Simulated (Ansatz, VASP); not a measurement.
**YCdC4N4: VASP beside Ansatz**

File INCAR:

```
ALGO = Normal
EDIFF = 1E-6
ENCUT = 520
GGA = PE
ISIF = 2
ISMEAR = 0
ISPIN = 2
LASPH = True
LCHARG = False
LMAXMIX = 4
LORBIT = 11
LREAL = False
LWAVE = False
MAGMOM = 0 0 1 1 1 1 1 1 1 1
NBANDS = 44
NELM = 150
PREC = Accurate
SIGMA = 0.1
```

The input KPOINTS:

```
k-points
0
Gamma
  4 4 4
```

POSCAR

```
YCdC4N4
1.0
    6.5478013273      0.0000000000      0.0000000000
    0.0000000000      6.5478013273      0.0000000000
    0.0000000000      0.0000000000      6.5478013273
Y Cd C N
1 1 4 4
Direct
    0.5000000000      0.5000000000      0.5000000000
    0.0000000000      0.0000000000      0.0000000000
    0.1960346444      0.1960346444      0.1960346444
    0.1960346444      0.8039653556      0.8039653556
    0.8039653556      0.1960346444      0.8039653556
    0.8039653556      0.8039653556      0.1960346444
    0.2997816500      0.2997816500      0.2997816500
    0.2997816500      0.7002183500      0.7002183500
    0.7002183500      0.2997816500      0.7002183500
    0.7002183500      0.7002183500      0.2997816500
```

Input for Ansatz:

```yaml
crystal:
  lattice:
    - [6.5478013273, 0.0, 0.0]
    - [0.0, 6.5478013273, 0.0]
    - [0.0, 0.0, 6.5478013273]
  atoms:
    - { symbol: "Y", position: [0.5, 0.5, 0.5] }
    - { symbol: Cd, position: [0.0, 0.0, 0.0] }
    - { symbol: C, position: [0.1960346444, 0.1960346444, 0.1960346444], spin: 1.0 }
    - { symbol: C, position: [0.1960346444, 0.8039653556, 0.8039653556], spin: 1.0 }
    - { symbol: C, position: [0.8039653556, 0.1960346444, 0.8039653556], spin: 1.0 }
    - { symbol: C, position: [0.8039653556, 0.8039653556, 0.1960346444], spin: 1.0 }
    - { symbol: "N", position: [0.29978165, 0.29978165, 0.29978165], spin: 1.0 }
    - { symbol: "N", position: [0.29978165, 0.70021835, 0.70021835], spin: 1.0 }
    - { symbol: "N", position: [0.70021835, 0.29978165, 0.70021835], spin: 1.0 }
    - { symbol: "N", position: [0.70021835, 0.70021835, 0.29978165], spin: 1.0 }
basis:
  ecutwfc: 420
kpoints:
  mp_grid: { grid: [4, 4, 4] }
hamiltonian:
  xc: pbe
scf:
  occupations: { method: gaussian, width: 0.1 }
  lower_state_search: "off"
output:
  forces: true
  stress: true
  eigenvalues: true
  populations: true
magnetization:
  spin_polarized: true
```

Alike in both runs: task single point; functional PBE; k mesh 4 × 4 × 4; occupations gaussian, width 0.1 eV; collinear spin.

|  | VASP | Ansatz |
| --- | --- | --- |
| version | VASP 6.6.1 | Ansatz 0.2.0 |
| potentials or method | VASP PAW PBE potentials, release 64 (Y_sv, Cd, C, N), cutoff 520 eV | scalar-relativistic, plane waves, PAW |
| valence electrons in the cell | 59 | 67 |

Ansatz gave:

```
gap on the k mesh at the Fermi level (eV)                     : none
pressure (GPa)                                                : 0.1
rms of the force components (eV/Å)                            : 0.049
net moment per atom (μB)                                      : 0.10
size of the moment on the site where the two differ most (μB) : 0.17
```

Task: Which values does VASP return?

Result: gap on the k mesh at the Fermi level (eV): none; pressure (GPa): 0.4; rms of the force components (eV/Å): 0.127; net moment per atom (μB): 0.10; size of the moment on the site where the two differ most (μB): 0.38.

Site moments also hang on the region over which each program counts them. Atom by atom the forces differ by 0.175 eV/Å (rms over components). A gap of «none» marks a metal or a gap that the smearing closes. One of these differences is far larger than is usual between the two programs; its cause wasn't traced. The functional is the same, so the differences come from potentials, cutoffs and numerics. VASP's potentials hold 59 valence electrons a cell and Ansatz's 67, so a difference there can come from the potentials and not from the codes.

Noted on VASP's run: the standard files for N, O and F lose accuracy on very short bonds.
